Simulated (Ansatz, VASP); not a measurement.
# SiC in VASP and in Ansatz

```xyz
4
Lattice="3.0137 0.0000 0.0000 -1.5069 2.6100 0.0000 0.0000 0.0000 5.3410" Properties=species:S:1:pos:R:3 pbc="T T T"
Si    0.0000    1.7400    0.0244
Si    1.5069    0.8700    2.6949
C     0.0000    1.7400    2.1116
C     1.5069    0.8700    4.7821
```

Alike in both runs: task single point; functional PBE; k mesh 12 × 12 × 6; occupations gaussian, width 0.05 eV; no spin polarisation.

|  | VASP | Ansatz |
| --- | --- | --- |
| version | VASP 6.6.1 | Ansatz 0.2.0 |
| potentials or method | VASP PAW PBE potentials, release 64 (Si, C), cutoff 520 eV | scalar-relativistic, plane waves, PAW |
| valence electrons in the cell | 16 | 16 |

```tsv
	VASP	Ansatz	Ansatz less VASP
gap on the k mesh at the Fermi level (eV)	2.58	2.59	+0.006
least direct gap on the mesh (eV)	4.42	4.41	-0.005
pressure (GPa)	4.9	4.9	+0.06
traceless stress, the component that is largest in VASP (GPa)	-27.25	-27.16	+0.089
rms of the force components (eV/Å)	0.758	0.758	+0.0001
```

Atom by atom the forces differ by 0.000 eV/Å (rms over components).
